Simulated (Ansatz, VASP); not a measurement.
# One calculation of InP, two programs

```xyz
2
Lattice="0.0000 2.9305 2.9305 2.9305 0.0000 2.9305 2.9305 2.9305 0.0000" Properties=species:S:1:pos:R:3 pbc="T T T"
In    0.0000    0.0000    0.0000
P     4.3957    4.3957    4.3957
```

Alike in both runs: functional r2SCAN0; k mesh 5 × 5 × 5; occupations fermi-dirac, width 0.05 eV; no spin polarisation.

|  | VASP | Ansatz |
| --- | --- | --- |
| version | VASP 6.6.1 | Ansatz 0.2.0 |
| potentials or method | VASP PAW PBE potentials, release 64 (In_d, P) | Ansatz PAW |
| plane-wave cutoff (eV) | 520 | 500 |
| valence electrons in the cell | 18 | 18 |
| task | single point | band structure |

```tsv
	VASP	Ansatz	Ansatz less VASP
gap on the k mesh at the Fermi level (eV)	2.44	2.40	-0.045
least direct gap on the mesh (eV)	2.44	2.40	-0.045
pressure (GPa)	0.2	0.5	+0.32
```

VASP's potentials were made for PBE, not for r2SCAN0.
